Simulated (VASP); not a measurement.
# In3GaP2: single point with PBE

The system is In3GaP2.

```
In Ga P
1.0
     6.17514    0.00000    0.00000
    -3.08757    5.34783    0.00000
     0.00000    0.00000    4.96740
In Ga P
3 1 2
Cartesian
  3.0876 0.0000 0.0000
  -1.5438 2.6739 0.0000
  1.5438 2.6739 0.0000
  0.0000 0.0000 0.0000
  0.0000 3.5652 0.0000
  3.0876 1.7826 0.0000
```

```yaml
Program: VASP 6.6.1
Task: single point
Functional: PBE
Potentials_or_basis: VASP PAW PBE potentials, release 64 (In_d, Ga_d, P)
Cutoff: 520 eV
k_mesh: 3 × 3 × 4
Occupations: gaussian, width 0.1 eV
Spin: no spin polarisation
Dipole_correction: no
Further_INCAR_settings: ALGO = Normal; EDIFF = 1e-07; NBANDS = 40
```

```yaml
Pressure: 94.4 GPa
Band_gap_on_the_k_mesh: zero (band 31 reaches 6.49 eV, above the bottom of band 32 at 5.34 eV)
```

Stress tensor (GPa, compression positive):
```
142.39   0.00   0.00
  0.00 142.39   0.00
  0.00   0.00  -1.62
```

Levels at points of the mesh, in eV from the Fermi level:
| k point | band 28 | band 29 | band 30 | band 31 | band 32 | band 33 | band 34 | band 35 |
| --- | --- | --- | --- | --- | --- | --- | --- | --- |
| (0.00, 0.00, 0.00) | -4.86 | -1.47 | -0.39 | -0.39 | 1.12 | 1.12 | 1.63 | 1.91 |
| (0.00, 0.00, 0.50) | -4.69 | -1.91 | -0.25 | -0.25 | 0.14 | 0.14 | 0.31 | 3.80 |

It took 48 s on 1 thread of Intel(R) Xeon(R) 6975P-C (Granite Rapids), with other jobs on the host, peak memory 0.31 GiB.

Caveat: the k points lie up to 0.39 Å⁻¹ apart; spin-orbit coupling is left out, which moves the levels of the heavy elements.
